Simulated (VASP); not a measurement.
Here is a VASP 6.6.1 calculation.

POSCAR

```
Te2Mo
1.0
    3.4178235014      0.0000000000      0.0000000000
   -1.7089117507      2.9599219779      0.0000000000
    0.0000000000      0.0000000000     17.5240578200
Te Mo
2 1
Direct
    0.3333333333      0.6666666667      0.8978554500
    0.3333333333      0.6666666667      0.1021445500
    0.0000000000      0.0000000000      0.0000000000
```

The input INCAR.step1:

```
ALGO = Normal ; EDIFF = 1E-4
ENCUT = 520 ; GGA = PE
ISMEAR = 0 ; LASPH = T
LCHARG = F ; LREAL = F
LWAVE = T ; NBANDS = 20
NELM = 100 ; PREC = Accurate
SIGMA = 0.05
```

File INCAR.step2:

```
ALGO = Normal ; EDIFF = 1E-7
ENCUT = 520 ; ISIF = 2
ISMEAR = 0 ; ISTART = 1
LASPH = T ; LCHARG = F
LMIXTAU = T ; LREAL = F
LWAVE = F ; METAGGA = R2SCAN
NBANDS = 20 ; NELM = 100
PREC = Accurate ; SIGMA = 0.05
```

Contents of KPOINTS:

```
k-points
0
Gamma
  12 12 2
```

Potentials or basis: VASP PAW PBE potentials, release 64 (Te, Mo_sv).

Run with:

```bash
$ cat potpaw_PBE.64/Te/POTCAR potpaw_PBE.64/Mo_sv/POTCAR > POTCAR
$ cp INCAR.step1 INCAR
$ mpirun -np 1 vasp_std > vasp.out
$ cp INCAR.step2 INCAR
$ mpirun -np 1 vasp_std > vasp.out
```

Problem. What does it give for the band gap on the k mesh?

Solution. 1.45 eV, indirect (the least direct gap lies 4.2 meV higher).

Problem. Estimate the largest force.

Solution. 0.860 eV/Å.

Forces on the atoms (eV/Å):
```
Te   0.000  0.000 -0.860
Te   0.000  0.000  0.860
Mo   0.000  0.000  0.000
```

Caveat: the cell differs from its parent crystal (strain -0.040 along x and y, +0.000 along z); the PAW data sets were made with another functional, which shifts forces and pressure a little; spin-orbit coupling is left out, which moves the levels of the heavy elements.
